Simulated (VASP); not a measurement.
Here is a VASP 6.6.1 calculation.

File INCAR:

```
SYSTEM = BaTiO3
ALGO = Normal
EDIFF = 1E-6
ENCUT = 520
GGA = PS
ISIF = 2
ISMEAR = -1
KPAR = 4
LASPH = .True.
LCHARG = .False.
LDAU = .True.
LDAUJ = 0 0 0
LDAUL = -1 2 -1
LDAUPRINT = 1
LDAUTYPE = 2
LDAUU = 0 5 0
LMAXMIX = 4
LREAL = .False.
LWAVE = .False.
NBANDS = 51
NELM = 150
PREC = Accurate
SIGMA = 0.05
```

KPOINTS

```
k-points
0
Gamma
  7 7 4
  0 0 0
```

The input POSCAR:

```
BaTiO3
1.0
   -3.9998000000      0.0000000000      0.0000000000
    0.0000000000      0.0000000000     -4.0180000000
    0.0000000000     -7.9996000000      0.0000000000
Ba Ti O
2 2 6
Direct
    0.0014435500      0.0230418600      0.5075926300
    0.9985564500      0.9769581400      0.9924073700
    0.4803298900      0.5631888500      0.2357999500
    0.5196701100      0.4728111500      0.7642000500
    0.4938005300      0.9659728700      0.2581500200
    0.5061994700      0.0020271300      0.7418499800
    0.5076103700      0.4993320300      0.5074435600
    0.4923896300      0.4706679700      0.9925564400
    0.0152243000      0.4884056200      0.2711337500
    0.9847757000      0.4815943800      0.7288662500
```

Potentials or basis: VASP PAW PBE potentials, release 64 (Ba_sv, Ti_sv, O).

Command:

```console
$ cat potpaw_PBE.64/Ba_sv/POTCAR potpaw_PBE.64/Ti_sv/POTCAR potpaw_PBE.64/O/POTCAR > POTCAR
$ mpirun -np 4 vasp_std > vasp.out
```

(1) What does it give for the largest force?

(2) Predict the pressure.

(3) What does it give for the band gap on the k mesh?

Answers

(1) 8.435 eV/Å.

(2) 10.6 GPa.

(3) 1.85 eV (least direct gap 2.02 eV).

Caveat: the stress differs along the axes, from 6 to 18 GPa; the PAW data sets were made with another functional, which shifts forces and pressure a little; spin-orbit coupling is left out, which moves the levels of the heavy elements.
